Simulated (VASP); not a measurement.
Set up this calculation in VASP 6.6.1, as the native input.

```
Task                   : single point
Functional             : PBE
Potentials or basis    : VASP PAW PBE potentials, release 64 (Sn_d, Te)
Cutoff                 : 520 eV
k mesh                 : 6 × 6 × 4
Occupations            : gaussian, width 0.1 eV
Spin                   : no spin polarisation
Dipole correction      : no
Further INCAR settings : ALGO = Normal; EDIFF = 1e-06; NBANDS = 17
```

The structure of SnTe lies in POSCAR:

```
SnTe
1.0
    4.1940062226     -0.0000000031      0.0000000000
   -2.0970031086      3.6321159339      0.0000000000
    0.0000000000      0.0000000000      4.1729968920
Sn Te
1 1
Direct
    0.6666666667      0.3333333333      0.5000000000
    0.0000000000      0.0000000000      0.0000000000
```

The cell was built from a structure type or drawn by symmetry, and may not be a known phase.

The input as run:

INCAR

```
ALGO = Normal
EDIFF = 1E-6
ENCUT = 520
GGA = PE
ISIF = 2
ISMEAR = 0
LASPH = True
LCHARG = False
LREAL = False
LWAVE = False
NBANDS = 17
NELM = 100
PREC = Accurate
SIGMA = 0.1
```

KPOINTS

```
k-points
0
Gamma
  6 6 4
```

Potentials or basis: VASP PAW PBE potentials, release 64 (Sn_d, Te).

The run is started by

```console
$ cat potpaw_PBE.64/Sn_d/POTCAR potpaw_PBE.64/Te/POTCAR > POTCAR
$ mpirun -np 1 vasp_std > vasp.out
```

Results of the run:

The pressure is 0.2 GPa. The band gap on the k mesh is zero (bands 10 and 11 overlap by 2.22 eV).

Caveat: the k points lie up to 0.38 Å⁻¹ apart, too coarse for converged energies and pressures of a metal; spin-orbit coupling is left out, which moves the levels of the heavy elements.

It took 22 s on 1 thread of Intel Xeon 8259CL, on a shared host, peak memory 0.18 GiB.
